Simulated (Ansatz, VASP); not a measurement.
# Two plane-wave programs on Pt

INCAR

```
PREC     = Accurate       # precision mode
ENCUT    = 520            # plane-wave cutoff, eV
EDIFF    = 1E-6           # SCF threshold, eV
ISMEAR   = 0              # smearing method
SIGMA    = 0.15           # smearing width, eV
LREAL    = False          # projectors in reciprocal space
LASPH    = True           # aspherical terms in the spheres
NELM     = 80             # most SCF steps
ALGO     = Normal         # electronic algorithm
ISIF     = 2              # what is computed and relaxed
LWAVE    = False          # write WAVECAR
LCHARG   = False          # write CHGCAR
GGA      = CA             # functional
NBANDS   = 11             # bands
```

KPOINTS

```
Automatic mesh
0
Gamma
  22 22 22
```

Contents of POSCAR:

```
Pt
1.0
   -1.5842200000      1.5842200000      1.5842200000
    1.5842200000     -1.5842200000      1.5842200000
    1.5842200000      1.5842200000     -1.5842200000
Pt
1
Direct
    0.0000000000      0.0000000000      0.0000000000
```

Input for Ansatz:

```yaml
crystal:
  lattice:
    - [-1.58422, 1.58422, 1.58422]
    - [1.58422, -1.58422, 1.58422]
    - [1.58422, 1.58422, -1.58422]
  atoms:
    - { symbol: Pt, position: [0.0, 0.0, 0.0] }
basis:
  ecutwfc: 520.0
kpoints:
  mp_grid: { grid: [22, 22, 22] }
hamiltonian:
  xc: lda
scf:
  occupations: { method: gaussian, width: 0.15 }
output:
  forces: true
  stress: true
  eigenvalues: true
```

Alike in both runs: task single point; functional LDA; k mesh 22 × 22 × 22; occupations gaussian, width 0.15 eV; no spin polarisation.

```csv
,VASP,Ansatz
version,VASP 6.6.1,Ansatz 0.2.0
potentials or method,"VASP PAW LDA potentials, release 64 (Pt), cutoff 520 eV","scalar-relativistic, plane waves, PAW"
valence electrons in the cell,10,18
```

|  | VASP | Ansatz | Ansatz less VASP |
| --- | --- | --- | --- |
| gap on the k mesh at the Fermi level (eV) | none | none | - |
| pressure (GPa) | -15.3 | -15.9 | -0.57 |

LDA's correlation is that of Perdew and Zunger in VASP and of Perdew and Wang (1992) in Ansatz. A gap of «none» marks a metal or a gap that the smearing closes. VASP's potentials hold 10 valence electrons a cell and Ansatz's 18, so a difference there can come from the potentials and not from the codes.

Spin-orbit coupling is off throughout.
